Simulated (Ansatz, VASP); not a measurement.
**Two plane-wave programs on GaN**

POSCAR

```
GaN
1.0
    0.0000000000      1.8171383439      1.8171383439
    1.8171383439      0.0000000000      1.8171383439
    1.8171383439      1.8171383439      0.0000000000
Ga N
1 1
Direct
    0.0000000000      0.0000000000      0.0000000000
    0.5000000000      0.5000000000      0.5000000000
```

INCAR.step1

```
  PREC = Accurate
  ENCUT = 520
  ISMEAR = -1
  SIGMA = 0.1
  LREAL = False
  LASPH = True
  NELM = 100
  NBANDS = 16
  GGA = PE
  ALGO = Normal
  EDIFF = 1E-4
  LWAVE = True
  LCHARG = False
```

File INCAR.step2:

```
  PREC = Accurate
  ENCUT = 520
  EDIFF = 1E-6
  ISMEAR = -1
  SIGMA = 0.1
  LREAL = False
  LASPH = True
  NELM = 100
  ALGO = Normal
  ISIF = 2
  LWAVE = False
  LCHARG = True
  METAGGA = R2SCAN
  LMIXTAU = True
  LELF = True
  LVHAR = True
  NBANDS = 16
  ISTART = 1
```

File KPOINTS:

```
Automatic mesh
0
Gamma
  15 15 15
```

Input for Ansatz:

```yaml
crystal:
  lattice:
    - [0.0, 1.8171383439, 1.8171383439]
    - [1.8171383439, 0.0, 1.8171383439]
    - [1.8171383439, 1.8171383439, 0.0]
  atoms:
    - { symbol: Ga, position: [0.0, 0.0, 0.0] }
    - { symbol: "N", position: [0.5, 0.5, 0.5] }
kpoints:
  mp_grid: { grid: [15, 15, 15] }
scf:
  occupations: { method: fermi_dirac, width: 0.1 }
hamiltonian:
  xc: r2scan
  pseudopotentials: { kind: paw }
output:
  forces: true
  stress: true
  eigenvalues: true
  populations: true
```

Change from the starting cell: volume scaled by 0.64, PAW files.

Alike in both runs: task single point; functional r2SCAN; k mesh 15 × 15 × 15; occupations fermi-dirac, width 0.1 eV; no spin polarisation.

|  | VASP | Ansatz |
| --- | --- | --- |
| version | VASP 6.6.1 | Ansatz 0.2.0 |
| potentials or method | VASP PAW PBE potentials, release 64 (Ga_d, N) | PAW with Ansatz's default frozen-core files, scalar-relativistic |
| plane-wave cutoff (eV) | 520 | 500 |
| valence electrons in the cell | 18 | 18 |

|  | VASP | Ansatz | Ansatz less VASP |
| --- | --- | --- | --- |
| gap on the k mesh at the Fermi level (eV) | 4.78 | 4.85 | +0.077 |
| pressure (GPa) | 295.1 | 288.4 | -6.65 |

VASP's potentials were made for PBE, not for r2SCAN. Both programs put the cell under a high pressure, so it lies far from rest at this level.

Noted on VASP's run: the cell as given lies far from equilibrium.
